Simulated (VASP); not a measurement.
A run of VASP 6.6.1 is set up as follows.

The input INCAR:

```
SYSTEM = AlAs
ALGO = Normal
EDIFF = 1E-6
ENCUT = 500
GGA = PE
GGA_COMPAT = .FALSE.
ISIF = 2
ISMEAR = -1
LASPH = .TRUE.
LCHARG = .FALSE.
LREAL = .FALSE.
LWAVE = .FALSE.
NBANDS = 11
NELM = 120
PREC = Accurate
SIGMA = 0.05
```

Contents of KPOINTS:

```
k-points
0
G
  10 10 10
  0 0 0
```

Contents of POSCAR:

```
AlAs
1.0
    0.0000000000      2.8114034545      2.8114034545
    2.8114034545      0.0000000000      2.8114034545
    2.8114034545      2.8114034545      0.0000000000
Al As
1 1
Direct
    0.0000000000      0.0000000000      0.0000000000
    0.7500000000      0.7500000000      0.7500000000
```

Potentials or basis: VASP PAW PBE potentials, release 64 (Al, As).

Command:

```bash
$ cat potpaw_PBE.64/Al/POTCAR potpaw_PBE.64/As/POTCAR > POTCAR
$ mpirun -np 1 vasp_std > vasp.out
```

(1) Predict the pressure.

(2) What does it give for the band gap on the k mesh?

## Answers

(1) 4.4 GPa.

(2) 1.40 eV (least direct gap 2.22 eV).

Caveat: the cell stands under pressure.
